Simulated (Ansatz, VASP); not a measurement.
## Two plane-wave programs on HfN

File INCAR:

```
SYSTEM = HfN
PREC = Accurate ; ENCUT = 520
EDIFF = 1E-6 ; ISMEAR = 0
SIGMA = 0.15 ; LREAL = .False.
LASPH = .True. ; NELM = 60
ALGO = Normal ; ISIF = 2
LWAVE = .False. ; LCHARG = .True.
GGA = PE ; LELF = .True.
LVHAR = .True. ; NBANDS = 14
```

KPOINTS

```
Automatic mesh
0
Gamma
  18 18 18
  0 0 0
```

POSCAR

```
HfN
1.0
    0.0000000000      2.2590000000      2.2590000000
    2.2590000000      0.0000000000      2.2590000000
    2.2590000000      2.2590000000      0.0000000000
Hf N
1 1
Direct
    0.0000000000      0.0000000000      0.0000000000
    0.4843491195      0.5000000000      0.5000000000
```

Input for Ansatz:

```yaml
crystal:
  lattice:
    - [0.0, 2.259, 2.259]
    - [2.259, 0.0, 2.259]
    - [2.259, 2.259, 0.0]
  atoms:
    - { symbol: Hf, position: [0.0, 0.0, 0.0] }
    - { symbol: "N", position: [0.4843491195, 0.5, 0.5] }
basis:
  ecutwfc: 420
kpoints:
  mp_grid: { grid: [18, 18, 18] }
hamiltonian:
  xc: pbe
scf:
  occupations: { method: gaussian, width: 0.15 }
output:
  forces: true
  stress: true
  eigenvalues: true
```

Change from the starting cell: all N atoms moved +0.050 Å, as atom 2 towards its neighbour atom 2 (N) at 3.195 Å.

Alike in both runs: task single point; functional PBE; k mesh 18 × 18 × 18; occupations gaussian, width 0.15 eV; no spin polarisation.

```csv
,VASP,Ansatz
version,VASP 6.6.1,Ansatz 0.2.0
potentials or method,"VASP PAW PBE potentials, release 64 (Hf_pv, N), cutoff 520 eV","scalar-relativistic, plane waves, PAW"
valence electrons in the cell,15,31
```

VASP gave:

```
gap on the k mesh at the Fermi level (eV)                     : none
pressure (GPa)                                                : 3.4
traceless stress, the component that is largest in VASP (GPa) : -0.31
rms of the force components (eV/Å)                            : 0.341
```

Which values does Ansatz return?

gap on the k mesh at the Fermi level (eV): none; pressure (GPa): 5.8; traceless stress, the component that is largest in VASP (GPa): -0.31; rms of the force components (eV/Å): 0.341.

Atom by atom the forces differ by 0.001 eV/Å (rms over components). A gap of «none» marks a metal or a gap that the smearing closes. With one functional, cell and mesh, what is left measures potentials, basis and numerics. VASP's potentials hold 15 valence electrons a cell and Ansatz's 31, so a difference there can come from the potentials and not from the codes.

Neither program's run includes spin-orbit coupling.
